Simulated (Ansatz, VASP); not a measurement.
# Two plane-wave programs on InAgTe2

```
CELL_PARAMETERS angstrom
-3.28468 3.28468 6.49877
3.28468 -3.28468 6.49877
3.28468 3.28468 -6.49877
ATOMIC_POSITIONS crystal
In 0.50000 0.50000 0.00000
In 0.25000 0.75000 0.50000
Ag 0.00000 0.00000 0.00000
Ag 0.75000 0.25000 0.50000
Te 0.37500 0.36943 0.49443
Te 0.63057 0.12500 0.00557
Te 0.87500 0.88057 0.50557
Te 0.11943 0.62500 0.99443
```

Alike in both runs: task relaxation of cell and atoms; functional PBE; dispersion D3(BJ); k mesh 8 × 8 × 8; occupations gaussian, width 0.1 eV; no spin polarisation.

|  | VASP | Ansatz |
| --- | --- | --- |
| version | VASP 6.6.1 | Ansatz 0.2.0 |
| potentials or method | VASP PAW PBE potentials, release 64 (In_d, Ag, Te), cutoff 500 eV | scalar-relativistic, plane waves, PAW |
| valence electrons in the cell | 72 | 128 |

|  | VASP | Ansatz | Ansatz less VASP |
| --- | --- | --- | --- |
| gap on the k mesh at the Fermi level, each at its own relaxed structure (eV) | 0.15 | 0.15 | +0.001 |
| relaxed volume (Å³/atom) | 33.43 | 33.47 | +0.041 |
| relaxed length of the cell vector where the two differ most in proportion (Å) | 7.860 | 7.865 | +0.0044 |

VASP's potentials hold 72 valence electrons a cell and Ansatz's 128, so a difference there can come from the potentials and not from the codes.

Spin-orbit coupling is off throughout.
